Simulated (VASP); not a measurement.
Set up this calculation in VASP 6.6.1, as the native input.

| Item | Value |
| --- | --- |
| Task | single point |
| Functional | PBE |
| Dispersion | D3(BJ) |
| Potentials or basis | VASP PAW PBE potentials, release 64 (Ca_sv, O) |
| Cutoff | 600 eV |
| k mesh | 6 × 6 × 6 |
| Occupations | gaussian, width 0.1 eV |
| Spin | no spin polarisation |
| Dipole correction | no |
| Further INCAR settings | ALGO = Normal; EDIFF = 1e-06; NBANDS = 15 |

The structure of CaO lies in POSCAR:

```
CaO
1.0
    0.0000000000      2.4535000000      2.4535000000
    2.4535000000      0.0000000000      2.4535000000
    2.4535000000      2.4535000000      0.0000000000
Ca O
1 1
Direct
    0.0000000000      0.0000000000      0.0000000000
    0.5000000000      0.5000000000      0.5000000000
```

The input as run:

INCAR

```
SYSTEM = CaO
ALGO = Normal
EDIFF = 1E-6
ENCUT = 600
GGA = PE
GGA_COMPAT = .False.
ISIF = 2
ISMEAR = 0
IVDW = 12
LASPH = .True.
LCHARG = .False.
LREAL = .False.
LWAVE = .False.
NBANDS = 15
NELM = 120
PREC = Accurate
SIGMA = 0.1
```

KPOINTS

```
k-points
0
Gamma
  6 6 6
  0 0 0
```

Potentials or basis: VASP PAW PBE potentials, release 64 (Ca_sv, O).

Command:

```console
$ cat potpaw_PBE.64/Ca_sv/POTCAR potpaw_PBE.64/O/POTCAR > POTCAR
$ mpirun -np 1 vasp_std > vasp.out
```

It gave:

The pressure is -7.0 GPa and the band gap on the k mesh is 3.64 eV (least direct gap 4.03 eV). The dispersion energy per atom is -0.255 eV.

Caveat: the cell stands under tension.

Run time: 5.3 s on 1 thread of Intel(R) Xeon(R) 6975P-C (Granite Rapids), on a shared host, peak memory 0.16 GiB.
